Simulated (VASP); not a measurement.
A run of VASP 6.6.1 is set up as follows.

Contents of POSCAR:

```
Sn
1.0
    0.0000000000      3.3157203036      3.3157203036
    3.3157203036      0.0000000000      3.3157203036
    3.3157203036      3.3157203036      0.0000000000
Sn
2
Direct
    0.0000000000      0.0000000000      0.0000000000
    0.2500000000      0.2500000000      0.2500000000
```

File INCAR.step1:

```
  ALGO = Normal
  EDIFF = 1E-4
  ENCUT = 520
  GGA = PE
  ISMEAR = 0
  LASPH = True
  LCHARG = False
  LREAL = False
  LWAVE = True
  NBANDS = 21
  NELM = 100
  PREC = Accurate
  SIGMA = 0.1
```

INCAR.step2

```
  ALGO = Normal
  EDIFF = 1E-6
  ENCUT = 520
  ISIF = 2
  ISMEAR = 0
  ISTART = 1
  LASPH = True
  LCHARG = True
  LELF = True
  LMIXTAU = True
  LREAL = False
  LVHAR = True
  LWAVE = False
  METAGGA = R2SCAN
  NBANDS = 21
  NELM = 100
  PREC = Accurate
  SIGMA = 0.1
```

The input KPOINTS:

```
k-points
0
Gamma
  12 12 12
```

Potentials or basis: VASP PAW PBE potentials, release 64 (Sn_d).

Command:

```sh
$ cat potpaw_PBE.64/Sn_d/POTCAR > POTCAR
$ cp INCAR.step1 INCAR
$ mpirun -np 1 vasp_std > vasp.out
$ cp INCAR.step2 INCAR
$ mpirun -np 1 vasp_std > vasp.out
```

(1) Predict the band gap on the k mesh.

(2) Predict the pressure.

Results:

(1) zero (filled and empty bands touch).

(2) -1.2 GPa.

Caveat: the PAW data sets were made with another functional, which shifts forces and pressure a little; spin-orbit coupling is left out, which moves the levels of the heavy elements.
